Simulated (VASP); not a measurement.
Write the native input for VASP 6.6.1 that does the following.

- Task: single point
- Functional: PBE
- Potentials or basis: VASP PAW PBE potentials, release 64 (Al, N)
- Cutoff: 520 eV
- k mesh: 13 × 13 × 7
- Occupations: fermi-dirac, width 0.05 eV
- Spin: no spin polarisation
- Dipole correction: no
- Further INCAR settings: ALGO = Normal; EDIFF = 1e-07; NBANDS = 16

The structure of AlN (wurtzite type) lies in POSCAR:

```
AlN
1.0
    3.0708030982      0.0000000000      0.0000000000
   -1.5354015491      2.6593934931      0.0000000000
    0.0000000000      0.0000000000      4.9011507608
Al N
2 2
Direct
    0.3333333333      0.6666666667     -0.0034070628
    0.6666666667      0.3333333333      0.4965929372
    0.3333333333      0.6666666667      0.3794070628
    0.6666666667      0.3333333333      0.8794070628
```

This cell differs from its parent crystal: volume scaled by 0.94.

These files were run (other wordings do the same):

INCAR

```
PREC = Accurate
ENCUT = 520
EDIFF = 1E-7
ISMEAR = -1
SIGMA = 0.05
LREAL = False
LASPH = True
NELM = 100
ALGO = Normal
ISIF = 2
LWAVE = False
LCHARG = True
GGA = PE
LELF = True
LVHAR = True
NBANDS = 16
```

KPOINTS

```
regular mesh
0
Gamma
  13 13 7
```

Potentials or basis: VASP PAW PBE potentials, release 64 (Al, N).

Launch:

```sh
$ cat potpaw_PBE.64/Al/POTCAR potpaw_PBE.64/N/POTCAR > POTCAR
$ mpirun -np 1 vasp_std > vasp.out
```

Results of the run:

```
Pressure               : 13.2 GPa
Band gap on the k mesh : 4.56 eV, direct
```

It took 32 s on 1 thread of Intel Xeon 6975P-C, with other jobs on the host, peak memory 0.18 GiB.
